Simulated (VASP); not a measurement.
K2S, 3 atoms in the cell. The structure is cubic, space group Fm-3m (No. 225). The conventional cell has a = 7.406 Å, b = 7.406 Å, c = 7.406 Å, α = 90.00°, β = 90.00°, γ = 90.00°. S (site symmetry m-3m) has 8 K at 3.21 Å within 4.2 Å. Within 4.2 Å of K (site symmetry -43m) lie 4 S at 3.21 Å and 6 K at 3.70 Å. 

| Item | Value |
| --- | --- |
| Program | VASP 6.6.1 |
| Task | single point |
| Functional | PBEsol |
| Potentials or basis | VASP PAW PBE potentials, release 64 (S, K_sv) |
| Cutoff | 500 eV |
| k mesh | 4 × 4 × 4 |
| Occupations | gaussian, width 0.01 eV |
| Spin | no spin polarisation |
| Dipole correction | no |
| Further INCAR settings | ALGO = Normal; EDIFF = 1e-06; NBANDS = 19 |

Potentials or basis: VASP PAW PBE potentials, release 64 (S, K_sv).

Run with:

```bash
$ cat potpaw_PBE.64/S/POTCAR potpaw_PBE.64/K_sv/POTCAR > POTCAR
$ mpirun -np 1 vasp_std > vasp.out
```

Hardware: 1 thread of Intel Xeon 8259CL (shared host).

Problem. Estimate the wall time of this run.

Solution. It took 44 s on 1 thread of Intel Xeon 8259CL, on a shared host, peak memory 0.23 GiB. Counts: scf iterations 15, k points 8.
